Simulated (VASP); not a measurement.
# NaCl (Fm-3m) in VASP: single point with PBE

Aim: the single point of NaCl with PBE.

All numbers are computed with VASP 6.6.1; they aren't measurements. Logs are shortened: lines on timing, memory, paths and dates and some standing lists are left out, and cuts for length are marked.

## 1. The cell of the first run

It takes space group Fm-3m (No. 225, cubic). The conventional cell has a = 5.640 Å, b = 5.640 Å, c = 5.640 Å, α = 90.00°, β = 90.00°, γ = 90.00°. Na (site symmetry m-3m) has 6 Cl at 2.82 Å within 3.7 Å. Cl (site symmetry m-3m) has 6 Na at 2.82 Å within 3.7 Å.

## 2. Single point, PBE

The input, INCAR:

```
SYSTEM = NaCl
  PREC = Accurate
  ENCUT = 500
  EDIFF = 1E-6
  ISMEAR = 0
  SIGMA = 0.01
  LREAL = .FALSE.
  LASPH = .TRUE.
  NELM = 120
  ALGO = Normal
  ISIF = 2
  LWAVE = .FALSE.
  LCHARG = .FALSE.
  GGA = PE
  NBANDS = 14
  GGA_COMPAT = .FALSE.
```

The input, KPOINTS:

```
Automatic mesh
0
G
  8 8 8
  0 0 0
```

The input, POSCAR:

```
NaCl
1.0
    0.0000000000      2.8200000000      2.8200000000
    2.8200000000      0.0000000000      2.8200000000
    2.8200000000      2.8200000000      0.0000000000
Na Cl
1 1
Direct
    0.0000000000      0.0000000000      0.0000000000
    0.5000000000      0.5000000000      0.5000000000
```

Potentials or basis: VASP PAW PBE potentials, release 64 (Na_pv, Cl).

Run with:

```sh
> cat potpaw_PBE.64/Na_pv/POTCAR potpaw_PBE.64/Cl/POTCAR > POTCAR
> mpirun -np 1 vasp_std > vasp.out
```

OUTCAR:

```text
SYSTEM = NaCl
   PREC = Accurate
   ENCUT = 500
   EDIFF = 1E-6
   ISMEAR = 0
   LREAL = .FALSE.
   LASPH = .TRUE.
   NELM = 120
   ISIF = 2
   GGA = PE

 ion  position               nearest neighbor table
   1  0.000  0.000  0.000-
   2  0.500  0.500  0.500-

  LATTYP: Found a face centered cubic cell.
 ALAT       =     5.6400000000

  Lattice vectors:

 A1 = (   0.0000000000,   2.8200000000,   2.8200000000)
 A2 = (   2.8200000000,   0.0000000000,   2.8200000000)
 A3 = (   2.8200000000,   2.8200000000,   0.0000000000)

Analysis of symmetry for initial positions (statically):
=====================================================================
 Subroutine PRICEL returns:
 Original cell was already a primitive cell.

 Routine SETGRP: Setting up the symmetry group for a
 face centered cubic supercell.

 Subroutine GETGRP returns: Found 48 space group operations
 (whereof 48 operations were pure point group operations)
 out of a pool of 48 trial point group operations.

The static configuration has the point symmetry O_h .

Analysis of symmetry for dynamics (positions and initial velocities):
=====================================================================
 Subroutine PRICEL returns:
 Original cell was already a primitive cell.

 Routine SETGRP: Setting up the symmetry group for a
 face centered cubic supercell.

 Subroutine GETGRP returns: Found 48 space group operations
 (whereof 48 operations were pure point group operations)
 out of a pool of 48 trial point group operations.

The dynamic configuration has the point symmetry O_h .

 Subroutine INISYM returns: Found 48 space group operations
 (whereof 48 operations are pure point group operations),
 and found     1 'primitive' translations

----------------------------------------------------------------------------------------

                                     Primitive cell

  volume of cell :      44.8515

  direct lattice vectors                    reciprocal lattice vectors
     0.000000000  2.820000000  2.820000000    -0.177304965  0.177304965  0.177304965
     2.820000000  0.000000000  2.820000000     0.177304965 -0.177304965  0.177304965
     2.820000000  2.820000000  0.000000000     0.177304965  0.177304965 -0.177304965

  length of vectors
     3.988082246  3.988082246  3.988082246     0.307101207  0.307101207  0.307101207

  position of ions in fractional coordinates (direct lattice)
     0.000000000  0.000000000  0.000000000
     0.500000000  0.500000000  0.500000000

  ion indices of the primitive-cell ions
   primitive index   ion index
                 1           1
                 2           2

----------------------------------------------------------------------------------------

 KPOINTS: Automatic mesh

Automatic generation of k-mesh.
 Grid dimensions read from file:
 generate k-points for:    8    8    8

 Generating k-lattice:

  Cartesian coordinates                     Fractional coordinates (reciprocal lattice)
    -0.022163121  0.022163121  0.022163121     0.125000000  0.000000000  0.000000000
     0.022163121 -0.022163121  0.022163121     0.000000000  0.125000000  0.000000000
     0.022163121  0.022163121 -0.022163121     0.000000000  0.000000000  0.125000000

  Length of vectors
     0.038387651  0.038387651  0.038387651

  Shift w.r.t. Gamma in fractional coordinates (k-lattice)
     0.000000000  0.000000000  0.000000000

 Subroutine IBZKPT returns following result:
 ===========================================

 Found     29 irreducible k-points:

 Following reciprocal coordinates:
            Coordinates               Weight
  0.000000  0.000000  0.000000      1.000000
  0.125000  0.000000  0.000000      8.000000
  0.250000  0.000000  0.000000      8.000000
  0.375000  0.000000  0.000000      8.000000
  0.500000  0.000000  0.000000      4.000000
  0.125000  0.125000  0.000000      6.000000
[... 16 lines left out ...]
  0.500000  0.250000  0.125000     48.000000
 -0.375000  0.250000  0.125000     24.000000
 [... further k-points ...]
   k-points           NKPTS =     29   k-points in BZ     NKDIM =     29   number of bands    NBANDS=     14
   number of dos      NEDOS =    301   number of ions     NIONS =      2
   total plane-waves  NPLWV =  27000
   dimension x,y,z NGX =    30 NGY =   30 NGZ =   30
   dimension x,y,z NGXF=    60 NGYF=   60 NGZF=   60
   ions per type =               1   1
   NGX,Y,Z   is equivalent  to a cutoff of  12.51, 12.51, 12.51 a.u.
   NGXF,Y,Z  is equivalent  to a cutoff of  25.01, 25.01, 25.01 a.u.
 SYSTEM =  NaCl
   PREC   = accura    normal or accurate (medium, high low for compatibility)
   ISTART =      0    job   : 0-new  1-cont  2-samecut
   ICHARG =      2    charge: 1-file 2-atom 10-const
   ISPIN  =      1    spin polarized calculation?
   LNONCOLLINEAR =      F non collinear calculations
   LSORBIT =      F    spin-orbit coupling
   LASPH  =      T    aspherical Exc in radial PAW
   ENCUT  =  500.0 eV  36.75 Ry    6.06 a.u.   7.27  7.27  7.27*2*pi/ulx,y,z
   NELM   =    120;   NELMIN=  2; NELMDL= -5     # of ELM steps
   EDIFF  = 0.1E-05   stopping-criterion for ELM
   LREAL  =      F    real-space projection
   EDIFFG = 0.1E-04   stopping-criterion for IOM
   NSW    =      0    number of steps for IOM
   IBRION =     -1    ionic relax: 0-MD 1-quasi-New 2-CG
   NFREE  =      0    steps in history (QN), initial steepest desc. (CG)
   ISIF   =      2    stress and relaxation
   ISYM   =      2    0-nonsym 1-usesym 2-fastsym
   POTIM  = 0.5000    time-step for ionic-motion
   TEBEG  =    0.0;   TEEND  =   0.0 temperature during run
   PSTRESS=    0.0 pullay stress
   NELECT =      14.0000    total number of electrons
   NUPDOWN=      -1.0000    fix difference up-down
   EMIN   =  10.00;   EMAX   =-10.00  energy-range for DOS
   EFERMI =   0.00;   METHOD = LEGACY
   ISMEAR =     0;   SIGMA  =   0.01  broadening in eV -4-tet -1-fermi 0-gaus
   EFERMI_NEDOS =   21; number of points for ismear=-14 and -15
   IALGO  =     38    algorithm
   IMIX   =      4    mixing-type and parameters
     AMIX     =   0.40;   BMIX     =  1.00
     AMIX_MAG =   1.60;   BMIX_MAG =  1.00
  volume/ion in A,a.u.               =      22.43       151.34
  Fermi-wavevector in a.u.,A,eV,Ry     =   1.110517  2.098572 16.779347  1.233247
  Thomas-Fermi vector in A             =   2.247069
   LORBIT       =      0    0 simple, 1 ext, 2 COOP (PROOUT), +10 PAW based schemes
   GGA     = PE    functional components
   LHFCALC =     F    Hartree Fock is set to
   AEXX    =    0.0000 exact exchange contribution
   IVDW    =     0    specifies the selected vdW correction
   LEPSILON=     F    determine dielectric tensor
   LRPA    =     F    only Hartree local field effects (RPA)
 non-spin polarized calculation
 Gauss-broadening in eV      SIGMA  =   0.01
  energy-cutoff  :      500.00
  volume of cell :       44.85
 maximum number of plane-waves:      1158
 NGX is ok and might be reduce to    30
   NGX = 15   NGY = 15   NGZ = 15

 number of electron      13.9999997 magnetization

 Free energy of the ion-electron system (eV)
  ---------------------------------------------------
  ext. energy  EPLUGINS =         0.00000000
  ---------------------------------------------------
  free energy    TOTEN  =        -6.77447927 eV

  energy without entropy =       -6.77447927  energy(sigma->0) =       -6.77447927

 E-fermi :  -0.6295     XC(G=0):  -8.1664

 val. band max:       -0.7315957730   @ k =   0.0000   0.0000   0.0000
 cond. band min:       4.3751054934   @ k =   0.0000   0.0000   0.0000
 fundamental gap:      5.1067012664
 Fermi energy:        -0.6294600265

 k-point     1 :       0.0000    0.0000    0.0000
  band No.  band energies     occupation
      1     -21.5503      2.00000
      2     -21.5503      2.00000
      3     -21.5503      2.00000
      4     -13.3906      2.00000
      5      -0.7316      2.00000
      6      -0.7316      2.00000
      7      -0.7316      2.00000
      8       4.3751      0.00000
      9      10.3887      0.00000
     10      10.3887      0.00000
     11      10.3887      0.00000
     12      12.5494      0.00000
     13      12.5494      0.00000
     14      14.1560      0.00000

 k-point     2 :       0.1250    0.0000    0.0000
  band No.  band energies     occupation
      1     -21.5546      2.00000
      2     -21.5506      2.00000
      3     -21.5506      2.00000
      4     -13.3437      2.00000
      5      -1.0999      2.00000
      6      -0.7723      2.00000
      7      -0.7723      2.00000
      8       4.8709      0.00000
      9       9.8474      0.00000
     10      10.5806      0.00000
     11      10.5806      0.00000
     12      12.2870      0.00000
     13      12.2870      0.00000
     14      15.0673      0.00000

 k-point     3 :       0.2500    0.0000    0.0000
  band No.  band energies     occupation
      1     -21.5649      2.00000
      2     -21.5514      2.00000
      3     -21.5514      2.00000
      4     -13.2271      2.00000
      5      -1.8272      2.00000
      6      -0.8674      2.00000
      7      -0.8674      2.00000
      8       5.8474      0.00000
      9       9.2826      0.00000
     10      10.6669      0.00000
     11      10.6669      0.00000
     12      12.5031      0.00000
     13      12.5031      0.00000
     14      14.8852      0.00000
[... 324 lines left out ...]
 k-point    23 :       0.5000    0.2500    0.1250
  band No.  band energies     occupation
      1     -21.5715      2.00000
      2     -21.5579      2.00000
      3     -21.5538      2.00000
      4     -13.0603      2.00000
      5      -2.2646      2.00000
      6      -1.4151      2.00000
      7      -1.0894      2.00000
      8       7.4338      0.00000
      9       8.8358      0.00000
     10       9.2199      0.00000
     11      11.1840      0.00000
     12      12.9978      0.00000
     13      15.3487      0.00000
     14      15.7883      0.00000

 k-point    24 :      -0.3750    0.2500    0.1250
  band No.  band energies     occupation
      1     -21.5737      2.00000
      2     -21.5584      2.00000
      3     -21.5546      2.00000
      4     -13.0220      2.00000
      5      -2.3810      2.00000
      6      -1.4926      2.00000
      7      -1.1424      2.00000
      8       7.5985      0.00000
      9       8.8099      0.00000
     10       9.5301      0.00000
     11      11.0009      0.00000
     12      13.6190      0.00000
     13      14.8798      0.00000
     14      15.9074      0.00000

 [... further k-points ...]

------------------------ aborting loop because EDIFF is reached ----------------------------------------

  FORCE on cell =-STRESS in cart. coord.  units (eV):
  Direction    XX          YY          ZZ          XY          YZ          ZX
  --------------------------------------------------------------------------------------
  -------------------------------------------------------------------------------------
  Total        0.1951119      0.1951119      0.1951119      0.0000000     -0.0000000     -0.0000000
  in kB        6.9697466      6.9697466      6.9697466      0.0000000     -0.0000000     -0.0000000
  external PRESSURE =       6.9697466 kB  Pullay stress =       0.0000000 kB

 VOLUME and BASIS-vectors are now :
 -----------------------------------------------------------------------------
  energy-cutoff  :      500.00
  volume of cell :       44.85
      direct lattice vectors                 reciprocal lattice vectors
     0.000000000  2.820000000  2.820000000    -0.177304965  0.177304965  0.177304965
     2.820000000  0.000000000  2.820000000     0.177304965 -0.177304965  0.177304965
     2.820000000  2.820000000  0.000000000     0.177304965  0.177304965 -0.177304965

 POSITION                                       TOTAL-FORCE (eV/Angst)
 -----------------------------------------------------------------------------------
      0.00000      0.00000      0.00000         0.000000     -0.000000     -0.000000
      2.82000      2.82000      2.82000        -0.000000      0.000000      0.000000
 -----------------------------------------------------------------------------------
    total drift:                               -0.000000      0.000000      0.000000

  FREE ENERGIE OF THE ION-ELECTRON SYSTEM (eV)
  ---------------------------------------------------
  free  energy   TOTEN  =        -6.7744792675 eV

  energy  without entropy=       -6.7744792675  energy(sigma->0) =       -6.77447927
```

Wall time 27 s (1 thread of Intel Xeon 8259CL, shared host); peak memory 0.16 GiB.

Results:

```yaml
Free_energy: -6.7745 eV
Pressure: 0.7 GPa
Band_gap_on_the_k_mesh: 5.11 eV
```

A k mesh can miss the band edges.
